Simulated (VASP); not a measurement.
# Ta3N (P-3m1) in VASP: settings compared

Aim: see how the results for Ta3N move with the level of theory and the settings. Levels: PBE, PBEsol, PBE+U. Tasks: single point.

Everything below comes from runs of VASP 6.6.1. Logs are shortened: lines on timing, memory, paths and dates and some standing lists are left out, and cuts for length are marked.

### 1 The cell of the first run

The structure is trigonal, space group P-3m1 (No. 164). Conventional cell: a = 3.092 Å, b = 3.092 Å, c = 7.672 Å, α = 90.00°, β = 90.00°, γ = 120.00°. Ta (site symmetry 3m) has 3 N at 2.23 Å within 2.9 Å. Within 4.0 Å of Ta (site symmetry -3m) lie 12 Ta at 3.07 to 3.09 Å and 2 N at 3.84 Å. N (site symmetry -3m) has 6 Ta at 2.23 Å within 2.9 Å.

### 2 Single point, PBE

File INCAR:

```
ALGO = Normal
EDIFF = 1E-6
ENCUT = 700
GGA = PE
GGA_COMPAT = False
ISIF = 2
ISMEAR = -1
LASPH = True
LCHARG = False
LREAL = False
LWAVE = False
NBANDS = 30
NELM = 120
PREC = Accurate
SIGMA = 0.05
```

File KPOINTS:

```
k-points
0
Gamma
  10 10 4
```

File POSCAR:

```
Ta3N
1.0
    3.0916944585      0.0000000000      0.0000000000
   -1.5458472293      2.6774859418      0.0000000000
    0.0000000000      0.0000000000      7.6717065629
Ta N
3 1
Direct
    0.6666666667      0.3333333333      0.8260700000
    0.3333333333      0.6666666667      0.1739300000
    0.0000000000      0.0000000000      0.5000000000
    0.0000000000      0.0000000000      0.0000000000
```

Potentials or basis: VASP PAW PBE potentials, release 64 (Ta_sv_GW, N).

Run with:

```bash
$ cat potpaw_PBE.64/Ta_sv_GW/POTCAR potpaw_PBE.64/N/POTCAR > POTCAR
$ mpirun -np 1 vasp_std > vasp.out
```

OUTCAR:

```text
EDIFF = 1E-6
   ENCUT = 700
   GGA = PE
   ISIF = 2
   ISMEAR = -1
   LASPH = True
   LREAL = False
   NELM = 120
   PREC = Accurate

 ion  position               nearest neighbor table
   1  0.667  0.333  0.826-   4 2.23   4 2.23   4 2.23   3 3.07   3 3.07   3 3.07   2 3.21   2 3.21
                             2 3.21
   2  0.333  0.667  0.174-   4 2.23   4 2.23   4 2.23   3 3.07   3 3.07   3 3.07   1 3.21   1 3.21
                             1 3.21
   3  0.000  0.000  0.500-   1 3.07   2 3.07   1 3.07   2 3.07   1 3.07   2 3.07
   4  0.000  0.000  0.000-   1 2.23   2 2.23   1 2.23   2 2.23   1 2.23   2 2.23

  LATTYP: Found a hexagonal cell.
 ALAT       =     3.0916944585
 C/A-ratio  =     2.4813922158

  Lattice vectors:

 A1 = (   3.0916944585,   0.0000000000,   0.0000000000)
 A2 = (  -1.5458472293,   2.6774859418,   0.0000000000)
 A3 = (   0.0000000000,   0.0000000000,   7.6717065629)

Analysis of symmetry for initial positions (statically):
=====================================================================
 Subroutine PRICEL returns:
 Original cell was already a primitive cell.

 Routine SETGRP: Setting up the symmetry group for a
 hexagonal supercell.

 Subroutine GETGRP returns: Found 12 space group operations
 (whereof 12 operations were pure point group operations)
 out of a pool of 24 trial point group operations.

The static configuration has the point symmetry D_3d.

Analysis of symmetry for dynamics (positions and initial velocities):
=====================================================================
 Subroutine PRICEL returns:
 Original cell was already a primitive cell.

 Routine SETGRP: Setting up the symmetry group for a
 hexagonal supercell.

 Subroutine GETGRP returns: Found 12 space group operations
 (whereof 12 operations were pure point group operations)
 out of a pool of 24 trial point group operations.

The dynamic configuration has the point symmetry D_3d.

 Subroutine INISYM returns: Found 12 space group operations
 (whereof 12 operations are pure point group operations),
 and found     1 'primitive' translations

----------------------------------------------------------------------------------------

                                     Primitive cell

  volume of cell :      63.5061

  direct lattice vectors                    reciprocal lattice vectors
     3.091694459  0.000000000  0.000000000     0.323447227  0.186742344  0.000000000
    -1.545847229  2.677485942  0.000000000     0.000000000  0.373484687  0.000000000
     0.000000000  0.000000000  7.671706563     0.000000000  0.000000000  0.130349094

  length of vectors
     3.091694459  3.091694459  7.671706563     0.373484687  0.373484687  0.130349094

  position of ions in fractional coordinates (direct lattice)
     0.666666667  0.333333333  0.826070000
     0.333333333  0.666666667  0.173930000
     0.000000000  0.000000000  0.500000000
     0.000000000  0.000000000  0.000000000

  ion indices of the primitive-cell ions
   primitive index   ion index
                 1           1
                 2           2
                 3           3
                 4           4

----------------------------------------------------------------------------------------

 KPOINTS: k-points

Automatic generation of k-mesh.
 Grid dimensions read from file:
 generate k-points for:   10   10    4

 Generating k-lattice:

  Cartesian coordinates                     Fractional coordinates (reciprocal lattice)
     0.032344723  0.018674234  0.000000000     0.100000000  0.000000000  0.000000000
     0.000000000  0.037348469  0.000000000     0.000000000  0.100000000  0.000000000
     0.000000000  0.000000000  0.032587274     0.000000000  0.000000000  0.250000000

  Length of vectors
     0.037348469  0.037348469  0.032587274

  Shift w.r.t. Gamma in fractional coordinates (k-lattice)
     0.000000000  0.000000000  0.000000000

 Subroutine IBZKPT returns following result:
 ===========================================

 Found     50 irreducible k-points:

 Following reciprocal coordinates:
            Coordinates               Weight
  0.000000  0.000000  0.000000      1.000000
  0.100000 -0.000000  0.000000      6.000000
  0.200000 -0.000000  0.000000      6.000000
  0.300000  0.000000  0.000000      6.000000
  0.400000  0.000000  0.000000      6.000000
  0.500000  0.000000  0.000000      3.000000
[... 16 lines left out ...]
  0.000000  0.400000  0.250000      6.000000
  0.500000  0.000000  0.250000      6.000000
 [... further k-points ...]
   k-points           NKPTS =     50   k-points in BZ     NKDIM =     50   number of bands    NBANDS=     30
   number of dos      NEDOS =    301   number of ions     NIONS =      4
   total plane-waves  NPLWV =  54880
   dimension x,y,z NGX =    28 NGY =   28 NGZ =   70
   dimension x,y,z NGXF=    56 NGYF=   56 NGZF=  140
   ions per type =               3   1
   NGX,Y,Z   is equivalent  to a cutoff of  15.06, 15.06, 15.17 a.u.
   NGXF,Y,Z  is equivalent  to a cutoff of  30.11, 30.11, 30.34 a.u.
 SYSTEM =  unknown system
   PREC   = accura    normal or accurate (medium, high low for compatibility)
   ISTART =      0    job   : 0-new  1-cont  2-samecut
   ICHARG =      2    charge: 1-file 2-atom 10-const
   ISPIN  =      1    spin polarized calculation?
   LNONCOLLINEAR =      F non collinear calculations
   LSORBIT =      F    spin-orbit coupling
   LASPH  =      T    aspherical Exc in radial PAW
   ENCUT  =  700.0 eV  51.45 Ry    7.17 a.u.   6.67  6.67 16.55*2*pi/ulx,y,z
   NELM   =    120;   NELMIN=  2; NELMDL= -5     # of ELM steps
   EDIFF  = 0.1E-05   stopping-criterion for ELM
   LREAL  =      F    real-space projection
[... 7 lines left out ...]
   TEBEG  =    0.0;   TEEND  =   0.0 temperature during run
   PSTRESS=    0.0 pullay stress
   NELECT =      44.0000    total number of electrons
   NUPDOWN=      -1.0000    fix difference up-down
   EMIN   =  10.00;   EMAX   =-10.00  energy-range for DOS
   EFERMI =   0.00;   METHOD = LEGACY
   ISMEAR =    -1;   SIGMA  =   0.05  broadening in eV -4-tet -1-fermi 0-gaus
   EFERMI_NEDOS =   21; number of points for ismear=-14 and -15
   IALGO  =     38    algorithm
   IMIX   =      4    mixing-type and parameters
     AMIX     =   0.40;   BMIX     =  1.00
     AMIX_MAG =   1.60;   BMIX_MAG =  1.00
  volume/ion in A,a.u.               =      15.88       107.14
  Fermi-wavevector in a.u.,A,eV,Ry     =   1.448618  2.737491 28.551736  2.098493
  Thomas-Fermi vector in A             =   2.566438
   LORBIT       =      0    0 simple, 1 ext, 2 COOP (PROOUT), +10 PAW based schemes
   GGA     = PE    functional components
   LHFCALC =     F    Hartree Fock is set to
   AEXX    =    0.0000 exact exchange contribution
   IVDW    =     0    specifies the selected vdW correction
   LEPSILON=     F    determine dielectric tensor
   LRPA    =     F    only Hartree local field effects (RPA)
 non-spin polarized calculation
  energy-cutoff  :      700.00
  volume of cell :       63.51
 maximum number of plane-waves:      2702
 NGX is ok and might be reduce to    28
   NGX = 13   NGY = 13   NGZ = 33

 number of electron      43.9999999 magnetization

 Free energy of the ion-electron system (eV)
  ---------------------------------------------------
  ext. energy  EPLUGINS =         0.00000000
  ---------------------------------------------------
  free energy    TOTEN  =       -52.98066957 eV

  energy without entropy =      -52.95449653  energy(sigma->0) =      -52.96758305

 E-fermi :  10.4094     XC(G=0): -12.7325

 val. band max:       10.3652836051   @ k =   0.0000   0.1000   0.2500
 cond. band min:      10.4103217487   @ k =   0.2000  -0.0000   0.0000
 fundamental gap:      0.0450381437
 Fermi energy:        10.4093651015

 k-point     1 :       0.0000    0.0000    0.0000
  band No.  band energies     occupation
      1     -58.1559      2.00000
      2     -58.1367      2.00000
      3     -57.6404      2.00000
      4     -24.8027      2.00000
      5     -24.5692      2.00000
      6     -24.3173      2.00000
[... 22 lines left out ...]
     29      12.5379      0.00000
     30      13.3849      0.00000

 k-point     2 :       0.1000   -0.0000    0.0000
  band No.  band energies     occupation
      1     -58.1519      2.00000
      2     -58.1335      2.00000
      3     -57.6372      2.00000
      4     -24.7908      2.00000
      5     -24.5638      2.00000
      6     -24.3741      2.00000
[... 22 lines left out ...]
     29      12.9278      0.00000
     30      14.0333      0.00000

 k-point     3 :       0.2000   -0.0000    0.0000
  band No.  band energies     occupation
      1     -58.1412      2.00000
      2     -58.1253      2.00000
      3     -57.6285      2.00000
      4     -24.7662      2.00000
      5     -24.5896      2.00000
      6     -24.4894      2.00000
[... 22 lines left out ...]
     29      13.5308      0.00000
     30      14.4101      0.00000

 k-point     4 :       0.3000    0.0000    0.0000
  band No.  band energies     occupation
      1     -58.1277      2.00000
      2     -58.1155      2.00000
      3     -57.6178      2.00000
      4     -24.7883      2.00000
      5     -24.7320      2.00000
      6     -24.6014      2.00000
[... 22 lines left out ...]
     29      14.0067      0.00000
     30      14.5819      0.00000

 k-point     5 :       0.4000    0.0000    0.0000
  band No.  band energies     occupation
      1     -58.1163      2.00000
      2     -58.1081      2.00000
      3     -57.6091      2.00000
      4     -24.8978      2.00000
      5     -24.8530      2.00000
      6     -24.6179      2.00000
[... 22 lines left out ...]
     29      14.6925      0.00000
     30      15.0123      0.00000
[... 526 lines left out ...]
     29      14.1113      0.00000
     30      14.7129      0.00000

 k-point    22 :       0.4000    0.0000    0.2500
  band No.  band energies     occupation
      1     -58.1163      2.00000
      2     -58.1081      2.00000
      3     -57.6091      2.00000
      4     -24.9020      2.00000
      5     -24.8378      2.00000
      6     -24.5988      2.00000
[... 22 lines left out ...]
     29      14.3522      0.00000
     30      14.5038      0.00000

 k-point    23 :       0.0000    0.4000    0.2500
  band No.  band energies     occupation
      1     -58.1162      2.00000
      2     -58.1082      2.00000
      3     -57.6091      2.00000
      4     -24.9096      2.00000
      5     -24.8435      2.00000
      6     -24.6135      2.00000
[... 22 lines left out ...]
     29      14.7070      0.00000
     30      15.1438      0.00000

 k-point    24 :       0.5000    0.0000    0.2500
  band No.  band energies     occupation
      1     -58.1116      2.00000
      2     -58.1056      2.00000
      3     -57.6058      2.00000
      4     -24.9593      2.00000
      5     -24.8879      2.00000
      6     -24.5960      2.00000
[... 22 lines left out ...]
     29      14.8798      0.00000
     30      15.5653      0.00000

 [... further k-points ...]
[... 5 lines left out ...]
  --------------------------------------------------------------------------------------
  -------------------------------------------------------------------------------------
  Total       -5.4578945     -5.4578945     -5.2492037      0.0000000      0.0000000     -0.0000000
  in kB     -137.6955701   -137.6955701   -132.4305720      0.0000000      0.0000000     -0.0000000
  external PRESSURE =    -135.9405707 kB  Pullay stress =       0.0000000 kB

 VOLUME and BASIS-vectors are now :
 -----------------------------------------------------------------------------
  energy-cutoff  :      700.00
  volume of cell :       63.51
      direct lattice vectors                 reciprocal lattice vectors
     3.091694459  0.000000000  0.000000000     0.323447227  0.186742344  0.000000000
    -1.545847229  2.677485942  0.000000000     0.000000000  0.373484687  0.000000000
     0.000000000  0.000000000  7.671706563     0.000000000  0.000000000  0.130349094

 POSITION                                       TOTAL-FORCE (eV/Angst)
 -----------------------------------------------------------------------------------
      1.54585      0.89250      6.33737         0.000000      0.000000      0.417458
     -0.00000      1.78499      1.33434        -0.000000      0.000000     -0.417458
      0.00000      0.00000      3.83585        -0.000000      0.000000      0.000000
      0.00000      0.00000      0.00000        -0.000000      0.000000      0.000000
 -----------------------------------------------------------------------------------
    total drift:                                0.000000     -0.000000     -0.000000

  FREE ENERGIE OF THE ION-ELECTRON SYSTEM (eV)
  ---------------------------------------------------
  free  energy   TOTEN  =       -52.9806695714 eV

  energy  without entropy=      -52.9544965306  energy(sigma->0) =      -52.96758305
```

Wall time 96 s (1 thread of Intel Xeon 6975P-C (Granite Rapids), shared host); peak memory 0.3 GiB.

Results:

| Item | Value |
| --- | --- |
| Free energy | -52.9807 eV |
| Pressure | -13.6 GPa |
| Largest force | 0.417 eV/Å |
| Band gap on the k mesh | zero (bands 22 and 23 overlap by 0.52 eV) |

Forces in eV/Å, atoms in the order of the input:
```
Ta   0.000  0.000  0.417
Ta   0.000  0.000 -0.417
Ta   0.000  0.000  0.000
N    0.000  0.000  0.000
```

Caveat: the cell stands under tension; spin-orbit coupling is left out, which moves the levels of the heavy elements.

### 3 Single point, PBEsol, non-collinear spin, zero start, spin-orbit coupling

This run uses another cell than the first one, of 14.98 Å³/atom.

File INCAR:

```
SYSTEM = Ta3N
PREC     = Accurate       ! precision mode
ENCUT    = 520            ! plane-wave cutoff, eV
EDIFF    = 1E-6           ! SCF threshold, eV
ISMEAR   = -1             ! smearing method
SIGMA    = 0.05           ! smearing width, eV
LREAL    = .FALSE.        ! projectors in reciprocal space
LASPH    = .TRUE.         ! aspherical terms in the spheres
NELM     = 150            ! most SCF steps
ALGO     = Normal         ! electronic algorithm
ISIF     = 2              ! what is computed and relaxed
LWAVE    = .FALSE.        ! write WAVECAR
LCHARG   = .TRUE.         ! write CHGCAR
MAGMOM   = 0 0 0 0 0 0 0 0 0 0 0 0 ! initial moments
LORBIT   = 11             ! projections on sites
LSORBIT  = .TRUE.         ! spin-orbit coupling
GGA_COMPAT= .FALSE.      
LORBMOM  = .TRUE.       
LMAXMIX  = 4              ! l up to which the mixer works
GGA      = PS             ! functional
LVHAR    = .TRUE.       
NBANDS   = 52             ! bands
```

File KPOINTS:

```
regular mesh
0
G
  10 10 4
  0 0 0
```

File POSCAR:

```
Ta3N
1.0
    3.0322239879      0.0000000000      0.0000000000
   -1.5161119940      2.6259830035      0.0000000000
    0.0000000000      0.0000000000      7.5241370000
Ta N
3 1
Direct
    0.6666666667      0.3333333333      0.8260700000
    0.3333333333      0.6666666667      0.1739300000
    0.0000000000      0.0000000000      0.5000000000
    0.0000000000      0.0000000000      0.0000000000
```

Potentials or basis: VASP PAW PBE potentials, release 64 (Ta_pv, N).

Run with:

```bash
$ cat potpaw_PBE.64/Ta_pv/POTCAR potpaw_PBE.64/N/POTCAR > POTCAR
$ mpirun -np 1 vasp_ncl > vasp.out
```

Wall time 10 min (1 thread of Intel Xeon 8259CL, shared host); peak memory 0.44 GiB.

The run converged. Its results:

| Item | Value |
| --- | --- |
| Free energy | -50.5188 eV |
| Pressure | -7.6 GPa |
| Largest force | 0.324 eV/Å |
| Net moment | 0.00 μB per cell |
| Valence electrons inside the program's atomic spheres | Ta 8.91, 8.77 (each value once); N 3.73 |

Forces on the atoms (eV/Å):
```
Ta   0.000  0.000  0.324
Ta   0.000  0.000 -0.324
Ta   0.000  0.000  0.000
N    0.000  0.000  0.000
```

Stress tensor (GPa, compression positive):
```
-7.59  0.00  0.00
 0.00 -7.59  0.00
 0.00  0.00 -7.49
```

Moments on the atoms (μB; x, y, z):
```
Ta  0.00 0.00 0.00
Ta  0.00 0.00 0.00
Ta  0.00 0.00 0.00
N   0.00 0.00 0.00
```

Caveat: the cell stands under tension; the PAW data sets were made with another functional, which shifts forces and pressure a little.

### 4 Single point, PBE+U

This run uses another cell than the first one, of 14.98 Å³/atom.

File INCAR:

```
ALGO = Normal
EDIFF = 1E-6
ENCUT = 700
GGA = PE
GGA_COMPAT = False
ISIF = 2
ISMEAR = -1
LASPH = True
LCHARG = False
LDAU = True
LDAUJ = 0 0
LDAUL = 2 -1
LDAUPRINT = 1
LDAUTYPE = 2
LDAUU = 8 0
LMAXMIX = 4
LREAL = False
LWAVE = False
NBANDS = 30
NELM = 200
PREC = Accurate
SIGMA = 0.05
```

File KPOINTS:

```
k-points
0
Gamma
  10 10 4
```

POSCAR is that of step 3.

Potentials or basis: VASP PAW PBE potentials, release 64 (Ta_sv_GW, N).

Run with:

```bash
$ cat potpaw_PBE.64/Ta_sv_GW/POTCAR potpaw_PBE.64/N/POTCAR > POTCAR
$ mpirun -np 1 vasp_std > vasp.out
```

It took 2.5 min on 1 thread of Intel Xeon Platinum 8375C at 2.90GHz (Ice Lake), shared host; peak memory 0.3 GiB.

Results (log left out):

```
Free energy            : -33.2008 eV
Pressure               : 25.7 GPa
Largest force          : 0.750 eV/Å
Band gap on the k mesh : zero (bands 22 and 23 overlap by 0.58 eV)
```

Forces in eV/Å, atoms in the order of the input:
```
Ta   0.000  0.000 -0.750
Ta   0.000  0.000  0.750
Ta   0.000  0.000  0.000
N    0.000  0.000  0.000
```

Stress tensor (GPa, compression positive):
```
24.07  0.00  0.00
 0.00 24.07  0.00
 0.00  0.00 28.84
```

Levels at points of the mesh, in eV from the Fermi level:
```tsv
k point	band 20	band 21	band 22	band 23	band 24	band 25
(0.00, 0.00, 0.00)	-0.30	-0.17	-0.17	0.64	0.64	0.74
(0.50, 0.00, 0.00)	-1.93	-0.65	-0.14	0.27	1.18	3.67
(0.00, 0.00, 0.50)	-1.29	0.02	0.02	0.84	0.84	1.08
(0.50, 0.00, 0.50)	-2.10	-1.41	-0.52	0.87	1.61	2.86
```

Eigenvalues of the final occupation matrices:
```
    site  spin  trace               eigenvalues
site 1 d     1   1.00  0.18 0.18 0.21 0.21 0.23
site 1 d     2   1.00  0.18 0.18 0.21 0.21 0.23
site 2 d     1   1.00  0.18 0.18 0.21 0.21 0.23
site 2 d     2   1.00  0.18 0.18 0.21 0.21 0.23
site 3 d     1   0.92  0.11 0.11 0.21 0.21 0.27
site 3 d     2   0.92  0.11 0.11 0.21 0.21 0.27
```

Caveat: the cell stands under pressure; spin-orbit coupling is left out, which moves the levels of the heavy elements; U without spin polarisation on a metal has little footing.

### 5 Overview

```csv
level,potentials or basis,spin,U,cell,cutoff (eV),gap on the mesh (eV),pressure (GPa),largest force (eV/Å)
PBE,"VASP PAW PBE potentials, release 64 (Ta_sv_GW, N)",off,-,"a = 3.092, b = 3.092, c = 7.672 Å, angles 90.0, 90.0, 120.0°, 4 atoms",700,none,-13.6,0.42
PBEsol,"VASP PAW PBE potentials, release 64 (Ta_pv, N)","non-collinear, zero start, SOC",-,"a = 3.032, b = 3.032, c = 7.524 Å, angles 90.0, 90.0, 120.0°, 4 atoms",520,-,-7.6,0.32
PBE+U,"VASP PAW PBE potentials, release 64 (Ta_sv_GW, N)",off,Ta d U = 8.0 eV,"a = 3.032, b = 3.032, c = 7.524 Å, angles 90.0, 90.0, 120.0°, 4 atoms",700,none,25.7,0.75
```

Alike in all rows: task single point; k mesh 10 × 10 × 4; smearing fermi-dirac 0.05 eV.

Caveats: the cell stands under tension (at least some runs); spin-orbit coupling is left out, which moves the levels of the heavy elements (at least some runs); the PAW data sets were made with another functional, which shifts forces and pressure a little (at least some runs); the cell stands under pressure (at least some runs); U without spin polarisation on a metal has little footing (at least some runs).

Total energies depend on the potentials used, so only differences within one code and one set of settings carry meaning.

The gap in the log of VASP goes by the Fermi energy; the results here count the filled bands.